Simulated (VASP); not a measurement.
## BeCo: single point with LDA

BeCo:

```
CELL_PARAMETERS angstrom
2.53793 0.00000 0.00000
0.00000 2.53793 0.00000
0.00000 0.00000 2.53793
ATOMIC_POSITIONS crystal
Be 0.00000 0.00000 0.00000
Co 0.50000 0.50000 0.50000
```

```json
{
  "Program": "VASP 6.6.1",
  "Task": "single point",
  "Functional": "LDA",
  "Potentials or basis": "VASP PAW LDA potentials, release 64 (Be, Co)",
  "Cutoff": "520 eV",
  "k mesh": "13 × 13 × 13",
  "Occupations": "fermi-dirac, width 0.05 eV",
  "Spin": "collinear spin, ferromagnetic start",
  "Starting moments": "[0.0, 2.0] μB",
  "Dipole correction": "no",
  "Further INCAR settings": "ALGO = Normal; EDIFF = 1e-06; NBANDS = 16"
}
```

| Property | Result |
| --- | --- |
| Pressure | 0.3 GPa |
| Net moment | 0.30 μB per cell |
| Site moments | Be -0.01; Co +0.31 μB |
| Valence electrons inside the program's atomic spheres | Be 1.26; Co 8.63 |

Levels at points of the mesh, in eV from the Fermi level:
Spin up:
```
           k point  band 3  band 4  band 5  band 6  band 7  band 8  band 9  band 10
(0.00, 0.00, 0.00)   -3.03   -0.13   -0.13   -0.13    8.02    8.02    8.02    16.07
```
Spin down:
```tsv
k point	band 1	band 2	band 3	band 4	band 5	band 6	band 7	band 8	band 9	band 10
(0.00, 0.00, 0.00)	-9.77	-2.83	-2.83	0.19	0.19	0.19	8.03	8.03	8.03	16.13
```

It took 30 s on 1 thread of Intel(R) Xeon(R) Platinum 8375C CPU @ 2.90GHz (Ice Lake) (shared host), peak memory 0.14 GiB.
